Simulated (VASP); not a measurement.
# In4O: single point with PBE

The system is In4O.

```
In O
1.0
    -3.26873    3.26873    3.26873
     3.26873   -3.26873    3.26873
     3.26873    3.26873   -3.26873
In O
4 1
Direct
  0.34960 0.34960 0.34960
  0.65040 0.00000 0.00000
  0.00000 0.00000 0.65040
  0.00000 0.65040 0.00000
  0.00000 0.00000 0.00000
```

The cell was built from a structure type or drawn by symmetry, and may not be a known phase.

| Property | Result |
| --- | --- |
| Program | VASP 6.6.1 |
| Task | single point |
| Functional | PBE |
| Potentials or basis | VASP PAW PBE potentials, release 64 (In_d, O) |
| Cutoff | 520 eV |
| k mesh | 4 × 4 × 4 |
| Occupations | gaussian, width 0.1 eV |
| Spin | no spin polarisation |
| Dipole correction | no |
| Further INCAR settings | ALGO = Normal; EDIFF = 1e-06; NBANDS = 37 |

```json
{"Pressure": "11.1 GPa", "Largest force": "4.731 eV/Å", "Band gap on the k mesh": "zero (bands 29 and 30 overlap by 3.70 eV)"}
```

Forces on the atoms (eV/Å):
```
In   2.732  2.732  2.732
In   2.732 -2.732 -2.732
In  -2.732 -2.732  2.732
In  -2.732  2.732 -2.732
O    0.000  0.000  0.000
```

Levels at points of the mesh, in eV from the Fermi level:
| k point | band 25 | band 26 | band 27 | band 28 | band 29 | band 30 | band 31 | band 32 | band 33 | band 34 |
| --- | --- | --- | --- | --- | --- | --- | --- | --- | --- | --- |
| (0.00, 0.00, 0.00) | -7.07 | -1.91 | -1.91 | -1.91 | 0.69 | 0.69 | 0.69 | 1.59 | 1.59 | 1.59 |
| (0.50, 0.00, 0.00) | -5.40 | -3.80 | -2.82 | -1.81 | -0.54 | 0.24 | 1.24 | 2.08 | 2.45 | 3.13 |
| (0.50, 0.50, 0.50) | -3.17 | -3.17 | -3.17 | -2.38 | -2.38 | -2.16 | 1.85 | 2.14 | 2.14 | 2.14 |

Run time: 79 s on 1 thread of Intel(R) Xeon(R) Platinum 8488C (Sapphire Rapids) (shared host), peak memory 0.26 GiB.

Caveat: the cell stands under pressure; spin-orbit coupling is left out, which moves the levels of the heavy elements; forces of over 1 eV/Å act on the atoms, so gaps and moduli don't describe the material at rest.
